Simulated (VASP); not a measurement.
# PbO2 (Fm-3m) in VASP: a series of runs, part 2 of 2

VASP 6.6.1.

## (3) Relaxation of cell and atoms, PBE

This run uses another cell than the first one, of 11.49 Å³/atom, 0.918 times its volume.

Contents of INCAR:

```
SYSTEM = PbO2
PREC = Accurate
ENCUT = 600
EDIFF = 1E-6
ISMEAR = -1
SIGMA = 0.02
LREAL = .False.
LASPH = .True.
NELM = 60
ALGO = Normal
ISIF = 3
LWAVE = .False.
LCHARG = .False.
GGA = PE
IBRION = 2
NSW = 80
EDIFFG = -0.005
```

Contents of KPOINTS:

```
Automatic mesh
0
Gamma
  8 8 8
  0 0 0
```

Contents of POSCAR:

```
PbO2
1.0
    0.0000000000      2.5831329315      2.5831329315
    2.5831329315      0.0000000000      2.5831329315
    2.5831329315      2.5831329315      0.0000000000
Pb O
1 2
Direct
    0.0000000000      0.0000000000      0.0000000000
    0.2500000000      0.2500000000      0.2500000000
    0.7500000000      0.7500000000      0.7500000000
```

Potentials or basis: VASP PAW PBE potentials, release 64 (Pb_d, O).

Started as:

```
$ cat potpaw_PBE.64/Pb_d/POTCAR potpaw_PBE.64/O/POTCAR > POTCAR
$ mpirun -np 1 vasp_std > vasp.out
```

OUTCAR:

```text
SYSTEM = PbO2
   PREC = Accurate
   ENCUT = 600
   EDIFF = 1E-6
   ISMEAR = -1
   LREAL = .False.
   LASPH = .True.
   NELM = 60
   ISIF = 3
   GGA = PE
   IBRION = 2
   NSW = 80
   EDIFFG = -0.005

 ion  position               nearest neighbor table
   1  0.000  0.000  0.000-   3 2.24   3 2.24   3 2.24   2 2.24   3 2.24   2 2.24   2 2.24   2 2.24

   2  0.250  0.250  0.250-   1 2.24   1 2.24   1 2.24   1 2.24
   3  0.750  0.750  0.750-   1 2.24   1 2.24   1 2.24   1 2.24

  LATTYP: Found a face centered cubic cell.
 ALAT       =     5.1662658630

  Lattice vectors:

 A1 = (   0.0000000000,   2.5831329315,   2.5831329315)
 A2 = (   2.5831329315,   0.0000000000,   2.5831329315)
 A3 = (   2.5831329315,   2.5831329315,   0.0000000000)

Analysis of symmetry for initial positions (statically):
=====================================================================
 Subroutine PRICEL returns:
 Original cell was already a primitive cell.

 Routine SETGRP: Setting up the symmetry group for a
 face centered cubic supercell.

 Subroutine GETGRP returns: Found 48 space group operations
 (whereof 48 operations were pure point group operations)
 out of a pool of 48 trial point group operations.

The static configuration has the point symmetry O_h .

Analysis of symmetry for dynamics (positions and initial velocities):
=====================================================================
 Subroutine PRICEL returns:
 Original cell was already a primitive cell.

 Routine SETGRP: Setting up the symmetry group for a
 face centered cubic supercell.

 Subroutine GETGRP returns: Found 48 space group operations
 (whereof 48 operations were pure point group operations)
 out of a pool of 48 trial point group operations.

The dynamic configuration has the point symmetry O_h .

 Subroutine INISYM returns: Found 48 space group operations
 (whereof 48 operations are pure point group operations),
 and found     1 'primitive' translations

----------------------------------------------------------------------------------------

                                     Primitive cell

  volume of cell :      34.4723

  direct lattice vectors                    reciprocal lattice vectors
     0.000000000  2.583132931  2.583132931    -0.193563403  0.193563403  0.193563403
     2.583132931  0.000000000  2.583132931     0.193563403 -0.193563403  0.193563403
     2.583132931  2.583132931  0.000000000     0.193563403  0.193563403 -0.193563403

  length of vectors
     3.653101625  3.653101625  3.653101625     0.335261648  0.335261648  0.335261648

  position of ions in fractional coordinates (direct lattice)
     0.000000000  0.000000000  0.000000000
     0.250000000  0.250000000  0.250000000
     0.750000000  0.750000000  0.750000000

  ion indices of the primitive-cell ions
   primitive index   ion index
                 1           1
                 2           2
                 3           3

----------------------------------------------------------------------------------------
[... 32 lines left out ...]
  0.125000  0.125000  0.000000      6.000000
[... 16 lines left out ...]
  0.500000  0.250000  0.125000     48.000000
 -0.375000  0.250000  0.125000     24.000000
 [... further k-points ...]
   k-points           NKPTS =     29   k-points in BZ     NKDIM =     29   number of bands    NBANDS=     17
   number of dos      NEDOS =    301   number of ions     NIONS =      3
   total plane-waves  NPLWV =  27000
   dimension x,y,z NGX =    30 NGY =   30 NGZ =   30
   dimension x,y,z NGXF=    60 NGYF=   60 NGZF=   60
   ions per type =               1   2
   NGX,Y,Z   is equivalent  to a cutoff of  13.65, 13.65, 13.65 a.u.
   NGXF,Y,Z  is equivalent  to a cutoff of  27.30, 27.30, 27.30 a.u.
 SYSTEM =  PbO2
   PREC   = accura    normal or accurate (medium, high low for compatibility)
   ISTART =      0    job   : 0-new  1-cont  2-samecut
   ICHARG =      2    charge: 1-file 2-atom 10-const
   ISPIN  =      1    spin polarized calculation?
   LNONCOLLINEAR =      F non collinear calculations
   LSORBIT =      F    spin-orbit coupling
   LASPH  =      T    aspherical Exc in radial PAW
   ENCUT  =  600.0 eV  44.10 Ry    6.64 a.u.   7.30  7.30  7.30*2*pi/ulx,y,z
   NELM   =     60;   NELMIN=  2; NELMDL= -5     # of ELM steps
   EDIFF  = 0.1E-05   stopping-criterion for ELM
   LREAL  =      F    real-space projection
   EDIFFG = -.5E-02   stopping-criterion for IOM
   NSW    =     80    number of steps for IOM
   IBRION =      2    ionic relax: 0-MD 1-quasi-New 2-CG
   NFREE  =      1    steps in history (QN), initial steepest desc. (CG)
   ISIF   =      3    stress and relaxation
   ISYM   =      2    0-nonsym 1-usesym 2-fastsym
   POTIM  = 0.5000    time-step for ionic-motion
   TEBEG  =    0.0;   TEEND  =   0.0 temperature during run
   PSTRESS=    0.0 pullay stress
   NELECT =      26.0000    total number of electrons
   NUPDOWN=      -1.0000    fix difference up-down
   EMIN   =  10.00;   EMAX   =-10.00  energy-range for DOS
   EFERMI =   0.00;   METHOD = LEGACY
   ISMEAR =    -1;   SIGMA  =   0.02  broadening in eV -4-tet -1-fermi 0-gaus
   EFERMI_NEDOS =   21; number of points for ismear=-14 and -15
   IALGO  =     38    algorithm
   IMIX   =      4    mixing-type and parameters
     AMIX     =   0.40;   BMIX     =  1.00
     AMIX_MAG =   1.60;   BMIX_MAG =  1.00
  volume/ion in A,a.u.               =      11.49        77.54
  Fermi-wavevector in a.u.,A,eV,Ry     =   1.490193  2.816056 30.214121  2.220675
  Thomas-Fermi vector in A             =   2.603006
   LORBIT       =      0    0 simple, 1 ext, 2 COOP (PROOUT), +10 PAW based schemes
   GGA     = PE    functional components
   LHFCALC =     F    Hartree Fock is set to
   AEXX    =    0.0000 exact exchange contribution
   IVDW    =     0    specifies the selected vdW correction
   LEPSILON=     F    determine dielectric tensor
   LRPA    =     F    only Hartree local field effects (RPA)
 conjugate gradient relaxation of ions
 non-spin polarized calculation
  energy-cutoff  :      600.00
  volume of cell :       34.47
 maximum number of plane-waves:      1174
 NGX is ok and might be reduce to    30
   NGX = 15   NGY = 15   NGZ = 15

--------------------------------------- Ionic step        1  -------------------------------------------

 number of electron      25.9999998 magnetization

 Free energy of the ion-electron system (eV)
  ---------------------------------------------------
  ext. energy  EPLUGINS =         0.00000000
  ---------------------------------------------------
  free energy    TOTEN  =       -15.24647839 eV

  energy without entropy =      -15.24624804  energy(sigma->0) =      -15.24636321

------------------------ aborting loop because EDIFF is reached ----------------------------------------

  FORCE on cell =-STRESS in cart. coord.  units (eV):
  Direction    XX          YY          ZZ          XY          YZ          ZX
  --------------------------------------------------------------------------------------
  -------------------------------------------------------------------------------------
  Total        5.5200880      5.5200880      5.5200880     -0.0000000      0.0000000      0.0000000
  in kB      256.5584483    256.5584483    256.5584483     -0.0000000      0.0000000      0.0000000
  external PRESSURE =     256.5584483 kB  Pullay stress =       0.0000000 kB
[... 61 lines left out ...]
--------------------------------------- Ionic step        3  -------------------------------------------

 number of electron      25.9999996 magnetization

 Free energy of the ion-electron system (eV)
  ---------------------------------------------------
  ext. energy  EPLUGINS =         0.00000000
  ---------------------------------------------------
  free energy    TOTEN  =       -15.60318206 eV

  energy without entropy =      -15.60193567  energy(sigma->0) =      -15.60255887

 E-fermi :   5.5153     XC(G=0): -11.1157

 val. band max:        5.5039866417   @ k =   0.1250   0.0000   0.0000
 cond. band min:       5.5170900631   @ k =  -0.3750   0.5000   0.1250
 fundamental gap:      0.0131034214
 Fermi energy:         5.5152554309

 k-point     1 :       0.0000    0.0000    0.0000
  band No.  band energies     occupation
      1     -12.9021      2.00000
      2     -10.1270      2.00000
      3     -10.1064      2.00000
      4     -10.1064      2.00000
      5     -10.1064      2.00000
      6      -9.8792      2.00000
[... 457 lines left out ...]
      4      -9.9328      2.00000
      5      -9.8426      2.00000
      6      -9.4016      2.00000
[... 9 lines left out ...]
     16      14.4645      0.00000
     17      15.5206      0.00000

 [... further k-points ...]

------------------------ aborting loop because EDIFF is reached ----------------------------------------

  FORCE on cell =-STRESS in cart. coord.  units (eV):
  Direction    XX          YY          ZZ          XY          YZ          ZX
  --------------------------------------------------------------------------------------
  -------------------------------------------------------------------------------------
  Total       -0.0087225     -0.0087225     -0.0087225      0.0000000     -0.0000000      0.0000000
  in kB       -0.3523655     -0.3523655     -0.3523655      0.0000000     -0.0000000      0.0000000
  external PRESSURE =      -0.3523655 kB  Pullay stress =       0.0000000 kB
[... 18 lines left out ...]
  FREE ENERGIE OF THE ION-ELECTRON SYSTEM (eV)
  ---------------------------------------------------
  free  energy   TOTEN  =       -15.6031820579 eV

  energy  without entropy=      -15.6019356736  energy(sigma->0) =      -15.60255887

 reached required accuracy - stopping structural energy minimisation
```

CONTCAR:

```text
PbO2
   1.00000000000000
    -0.0000000000000000    2.7067143710549884    2.7067143710549884
     2.7067143710549884    0.0000000000000000    2.7067143710549884
     2.7067143710549884    2.7067143710549884    0.0000000000000000
  Pb              O
     1     2
Direct
     0.0000000000000000    0.0000000000000000    0.0000000000000000
     0.2500000000000000    0.2500000000000000    0.2500000000000000
     0.7500000000000000    0.7500000000000000    0.7500000000000000

  0.00000000E+00  0.00000000E+00  0.00000000E+00
  0.00000000E+00  0.00000000E+00  0.00000000E+00
  0.00000000E+00  0.00000000E+00  0.00000000E+00
```

Run time: 35 s. Hardware: 1 thread of Intel Xeon Platinum 8488C (Sapphire Rapids), shared host; peak memory 0.18 GiB.

Results:

```yaml
Free_energy: -15.6032 eV
Relaxed_volume: 13.22 Å³/atom
Relaxed_cell: a = 3.828 Å, b = 3.828 Å, c = 3.828 Å, α = 60.00°, β = 60.00°, γ = 60.00°
Space_group_after_relaxing_to_0.05_Å: Fm-3m (No. 225)
Energy_gained_by_relaxing: 118.9 meV/atom
Ionic_steps: 3
Pressure_after_relaxing: 0.0 GPa
Band_gap_on_the_k_mesh: zero (band 13 reaches 5.57 eV, above the bottom of band 14 at 4.37 eV)
```

The path:
```csv
step,energy change (eV),largest force (eV/Å),pressure (GPa),volume (Å³)
1,0.0000,0.0000,25.66,34.47
2,-0.1629,0.0000,-11.47,44.49
3,-0.3567,0.0000,-0.04,39.66
```

Final structure:
```yaml
crystal:
  lattice:
    - [0.00000, 2.70671, 2.70671]
    - [2.70671, 0.00000, 2.70671]
    - [2.70671, 2.70671, 0.00000]
  atoms:
    - { symbol: Pb, position: [0.00000, 0.00000, 0.00000] }
    - { symbol: O, position: [0.25000, 0.25000, 0.25000] }
    - { symbol: O, position: [0.75000, 0.75000, 0.75000] }
```

Levels at points of the mesh, in eV from the Fermi level:
```
           k point  band 10  band 11  band 12  band 13  band 14  band 15  band 16  band 17
(0.00, 0.00, 0.00)    -1.91    -1.91    -1.15    -1.15    -1.15     7.03     7.03     7.03
(0.50, 0.00, 0.00)    -2.69    -2.69    -1.36    -1.36     2.58     7.16     9.51     9.51
(0.50, 0.50, 0.00)    -4.38    -0.19    -0.09    -0.09     1.69     6.21     9.49    10.81
```

Caveat: the volume moved by over 15 % at a fixed basis, so the end points are rough; spin-orbit coupling is left out, which moves the levels of the heavy elements.

## (4) Single point, r2SCAN

Contents of POSCAR:

```
PbO2
1.0
    0.0000000000      2.6581699560      2.6581699560
    2.6581699560      0.0000000000      2.6581699560
    2.6581699560      2.6581699560      0.0000000000
Pb O
1 2
Direct
    0.0000000000      0.0000000000      0.0000000000
    0.2500000000      0.2500000000      0.2500000000
    0.7500000000      0.7500000000      0.7500000000
```

Contents of INCAR.step1:

```
SYSTEM = PbO2
  PREC = Accurate
  ENCUT = 910
  ISMEAR = -1
  SIGMA = 0.02
  LREAL = .False.
  LASPH = .True.
  NELM = 120
  NBANDS = 20
  GGA = PE
  ALGO = Normal
  EDIFF = 1E-5
  LWAVE = .True.
  LCHARG = .False.
  GGA_COMPAT = .False.
```

Contents of INCAR.step2:

```
SYSTEM = PbO2
  PREC = Accurate
  ENCUT = 910
  EDIFF = 1E-6
  ISMEAR = -1
  SIGMA = 0.02
  LREAL = .False.
  LASPH = .True.
  NELM = 120
  ALGO = Normal
  ISIF = 2
  LWAVE = .False.
  LCHARG = .False.
  METAGGA = R2SCAN
  LMIXTAU = .True.
  NBANDS = 20
  ISTART = 1
  GGA_COMPAT = .False.
```

Contents of KPOINTS:

```
regular mesh
0
Gamma
  8 8 8
  0 0 0
```

Potentials or basis: VASP PAW PBE potentials, release 64 (Pb_d, O_h).

Started as:

```
$ cat potpaw_PBE.64/Pb_d/POTCAR potpaw_PBE.64/O_h/POTCAR > POTCAR
$ cp INCAR.step1 INCAR
$ mpirun -np 1 vasp_std > vasp.out
$ cp INCAR.step2 INCAR
$ mpirun -np 1 vasp_std > vasp.out
```

It took 2.5 min on 1 thread of Intel Xeon Platinum 8375C at 2.90GHz (Ice Lake), shared host; peak memory 0.28 GiB.

Results (log left out):

* Free energy: -70.7924 eV
* Pressure: 1.0 GPa
* Band gap on the k mesh: zero (band 13 reaches 6.36 eV, above the bottom of band 14 at 5.01 eV)

Levels at points of the mesh, in eV from the Fermi level:
```csv
k point,band 10,band 11,band 12,band 13,band 14,band 15,band 16,band 17
"(0.00, 0.00, 0.00)",-2.17,-2.13,-1.39,-1.39,-1.39,7.73,7.73,7.73
"(0.50, 0.00, 0.00)",-3.05,-3.05,-1.58,-1.58,3.15,7.77,10.62,10.62
"(0.50, 0.50, 0.00)",-4.89,-0.35,-0.21,-0.21,2.15,7.16,9.85,12.12
```

Caveat: the cutoff is under 1.25 times the usual one of these potentials, so pressure, stress and relaxed cells hold a basis-set (Pulay) error; the PAW data sets were made with another functional, which shifts forces and pressure a little; spin-orbit coupling is left out, which moves the levels of the heavy elements.

## (5) Single point, r2SCAN

POSCAR is that of step 4.

Contents of INCAR.step1:

```
PREC = Accurate
ENCUT = 910
ISMEAR = -1
SIGMA = 0.02
LREAL = F
LASPH = T
NELM = 120
NBANDS = 20
GGA = PE
ALGO = Normal
EDIFF = 1E-5
LWAVE = T
LCHARG = F
GGA_COMPAT = F
```

Contents of INCAR.step2:

```
PREC = Accurate
ENCUT = 910
EDIFF = 1E-6
ISMEAR = -1
SIGMA = 0.02
LREAL = F
LASPH = T
NELM = 120
ALGO = Normal
ISIF = 2
LWAVE = F
LCHARG = T
METAGGA = R2SCAN
LMIXTAU = T
LELF = T
LVHAR = T
NBANDS = 20
ISTART = 1
GGA_COMPAT = F
```

Contents of KPOINTS:

```
regular mesh
0
Gamma
  8 8 8
```

Potentials or basis: VASP PAW PBE potentials, release 64 (Pb_d, O_h).

Started as:

```
$ cat potpaw_PBE.64/Pb_d/POTCAR potpaw_PBE.64/O_h/POTCAR > POTCAR
$ cp INCAR.step1 INCAR
$ mpirun -np 1 vasp_std > vasp.out
$ cp INCAR.step2 INCAR
$ mpirun -np 1 vasp_std > vasp.out
```

OUTCAR:

```text
PREC = Accurate
   ENCUT = 910
   EDIFF = 1E-6
   ISMEAR = -1
   LREAL = F
   LASPH = T
   NELM = 120
   ISIF = 2
   METAGGA = R2SCAN
   ISTART = 1

 ion  position               nearest neighbor table
   1  0.000  0.000  0.000-   3 2.30   3 2.30   3 2.30   2 2.30   3 2.30   2 2.30   2 2.30   2 2.30

   2  0.250  0.250  0.250-   1 2.30   1 2.30   1 2.30   1 2.30
   3  0.750  0.750  0.750-   1 2.30   1 2.30   1 2.30   1 2.30
[... 748 lines left out ...]

  FORCE on cell =-STRESS in cart. coord.  units (eV):
  Direction    XX          YY          ZZ          XY          YZ          ZX
  --------------------------------------------------------------------------------------
  -------------------------------------------------------------------------------------
  Total        0.2304371      0.2304371      0.2304371      0.0000000      0.0000000      0.0000000
  in kB        9.8284429      9.8284429      9.8284429      0.0000000      0.0000000      0.0000000
  external PRESSURE =       9.8284429 kB  Pullay stress =       0.0000000 kB

 VOLUME and BASIS-vectors are now :
 -----------------------------------------------------------------------------
  energy-cutoff  :      910.00
  volume of cell :       37.56
      direct lattice vectors                 reciprocal lattice vectors
     0.000000000  2.658169956  2.658169956    -0.188099335  0.188099335  0.188099335
     2.658169956  0.000000000  2.658169956     0.188099335 -0.188099335  0.188099335
     2.658169956  2.658169956  0.000000000     0.188099335  0.188099335 -0.188099335

 POSITION                                       TOTAL-FORCE (eV/Angst)
 -----------------------------------------------------------------------------------
      0.00000      0.00000      0.00000         0.000000      0.000000     -0.000000
      1.32908      1.32908      1.32908         0.000000      0.000000      0.000000
      3.98725      3.98725      3.98725        -0.000000     -0.000000     -0.000000
 -----------------------------------------------------------------------------------
    total drift:                               -0.000000     -0.000000      0.000000

  FREE ENERGIE OF THE ION-ELECTRON SYSTEM (eV)
  ---------------------------------------------------
  free  energy   TOTEN  =       -70.7924167644 eV

  energy  without entropy=      -70.7921732478  energy(sigma->0) =      -70.79229501
```

OUTCAR.step1:

```text
PREC = Accurate
   ENCUT = 910
   ISMEAR = -1
   LREAL = F
   LASPH = T
[... 777 lines left out ...]
      0.00000      0.00000      0.00000        -0.000000      0.000000      0.000000
      1.32908      1.32908      1.32908        -0.000000     -0.000000     -0.000000
      3.98725      3.98725      3.98725         0.000000      0.000000      0.000000
 -----------------------------------------------------------------------------------
    total drift:                               -0.000000     -0.000000      0.000000

  FREE ENERGIE OF THE ION-ELECTRON SYSTEM (eV)
  ---------------------------------------------------
  free  energy   TOTEN  =       -15.5698566281 eV

  energy  without entropy=      -15.5689114918  energy(sigma->0) =      -15.56938406
```

Run time: 2.2 min. Hardware: 1 thread of Intel Xeon Platinum 8488C (Sapphire Rapids), shared host; peak memory 0.28 GiB.

What came out:

- Free energy: -70.7924 eV
- Pressure: 1.0 GPa
- Band gap on the k mesh: zero (band 13 reaches 6.36 eV, above the bottom of band 14 at 5.01 eV)

Caveat: the cutoff is under 1.25 times the usual one of these potentials, so pressure, stress and relaxed cells hold a basis-set (Pulay) error; the PAW data sets were made with another functional, which shifts forces and pressure a little; spin-orbit coupling is left out, which moves the levels of the heavy elements.

## (6) Summary

| task | level | potentials or basis | cell | cutoff (eV) | second run | gap on the mesh (eV) | pressure (GPa) |
| --- | --- | --- | --- | --- | --- | --- | --- |
| single point | r2SCAN | VASP PAW PBE potentials, release 64 (Pb_d, O) | a = 3.759 Å, angles 60.0°, 3 atoms | 520 | - | none | 1.2 |
| relaxation of cell and atoms | PBE | VASP PAW PBE potentials, release 64 (Pb_d, O) | relaxed from a = 3.653 Å, angles 60.0°, 3 atoms | 600 | - | none | 0.0 |
| single point | r2SCAN | VASP PAW PBE potentials, release 64 (Pb_d, O_h) | a = 3.759 Å, angles 60.0°, 3 atoms | 910 | hard_potentials | none | 1.0 |

Alike in all rows: no spin polarisation; k mesh 8 × 8 × 8; smearing fermi-dirac 0.02 eV.

Caveats: spin-orbit coupling is left out, which moves the levels of the heavy elements; the PAW data sets were made with another functional, which shifts forces and pressure a little (some runs); the volume moved by over 15 % at a fixed basis, so the end points are rough (some runs); the cutoff is under 1.25 times the usual one of these potentials, so pressure, stress and relaxed cells hold a basis-set (Pulay) error (some runs).

Absolute energies hang on the potentials; compare differences alone.
